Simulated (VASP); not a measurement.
A run of VASP 6.6.1:

File INCAR:

```
ALGO = Fast
EDIFF = 1E-6
ENCUT = 520
GGA = PS
ISIF = 2
ISMEAR = -5
LASPH = True
LCHARG = False
LREAL = False
LWAVE = False
NBANDS = 40
NELM = 100
PREC = Accurate
SIGMA = 0.1
```

File KPOINTS:

```
k-points
0
Gamma
  12 12 6
```

Contents of POSCAR:

```
In2Sb
1.0
    5.3799042018      0.0000000000      0.0000000000
   -2.6899521009      4.6591337087      0.0000000000
    0.0000000000      0.0000000000      6.7225520000
In Sb
4 2
Direct
    0.6666666667      0.3333333333      0.2500000000
    0.3333333333      0.6666666667      0.7500000000
    0.0000000000      0.0000000000      0.5000000000
    0.0000000000      0.0000000000      0.0000000000
    0.6666666667      0.3333333333      0.7500000000
    0.3333333333      0.6666666667      0.2500000000
```

Potentials or basis: VASP PAW PBE potentials, release 64 (In_d, Sb).

The run is started by

```bash
$ cat potpaw_PBE.64/In_d/POTCAR potpaw_PBE.64/Sb/POTCAR > POTCAR
$ mpirun -np 1 vasp_std > vasp.out
```

Hardware: 1 thread of Intel(R) Xeon(R) 6975P-C (Granite Rapids) (shared host).

Problem. Estimate the wall time of this run.

Solution. It took 4.1 min on 1 thread of Intel(R) Xeon(R) 6975P-C (Granite Rapids), with other jobs on the host, peak memory 0.55 GiB. Counts: scf iterations 15, k points 76.
